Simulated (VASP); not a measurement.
Set up this calculation in VASP 6.6.1, as the native input.

```yaml
Task: relaxation of cell and atoms
Functional: PBE
Potentials_or_basis: VASP PAW PBE potentials, release 64 (In_d)
Cutoff: 600 eV
k_mesh: 19 × 19 × 19
Occupations: fermi-dirac, width 0.05 eV
Spin: no spin polarisation
Dipole_correction: no
Further_INCAR_settings: ALGO = Normal; EDIFF = 1e-07; IBRION = 2; EDIFFG = -0.01; NSW = 60; ISIF = 3
```

The structure of In lies in POSCAR:

```
In
1.0
   -1.6254700000      1.6254700000      2.4737000000
    1.6254700000     -1.6254700000      2.4737000000
    1.6254700000      1.6254700000     -2.4737000000
In
1
Direct
    0.0000000000      0.0000000000      0.0000000000
```

The input as run:

INCAR

```
SYSTEM = In
ALGO     = Normal         ! electronic algorithm
EDIFF    = 1E-7           ! SCF threshold, eV
EDIFFG   = -0.01          ! ionic threshold
ENCUT    = 600            ! plane-wave cutoff, eV
GGA      = PE             ! functional
IBRION   = 2              ! ionic algorithm
ISIF     = 3              ! what is computed and relaxed
ISMEAR   = -1             ! smearing method
LASPH    = .True.         ! aspherical terms in the spheres
LCHARG   = .False.        ! write CHGCAR
LREAL    = .False.        ! projectors in reciprocal space
LWAVE    = .False.        ! write WAVECAR
NELM     = 80             ! most SCF steps
NSW      = 60             ! ionic steps
PREC     = Accurate       ! precision mode
SIGMA    = 0.05           ! smearing width, eV
```

KPOINTS

```
k-points
0
Gamma
  19 19 19
  0 0 0
```

Potentials or basis: VASP PAW PBE potentials, release 64 (In_d).

Launch:

```console
$ cat potpaw_PBE.64/In_d/POTCAR > POTCAR
$ mpirun -np 1 vasp_std > vasp.out
```

It gave:

The relaxed volume is 27.56 Å³/atom and the relaxed cell is a = 3.422 Å, b = 3.422 Å, c = 3.422 Å, α = 121.72°, β = 121.72°, γ = 87.04°. The space group after relaxing (to 0.1 Å) is I4/mmm (No. 139) and the energy gained by relaxing is 8.7 meV/atom. The ionic steps are 7. The pressure after relaxing is 0.0 GPa. The band gap on the k mesh is zero (an odd number of electrons rules out a gap without spin polarisation).

Caveat: spin-orbit coupling is left out, which moves the levels of the heavy elements.

Run time: 23 min on 1 thread of AMD EPYC 7R43 64-Core Processor (Zen 3), with other jobs on the host, peak memory 0.27 GiB.
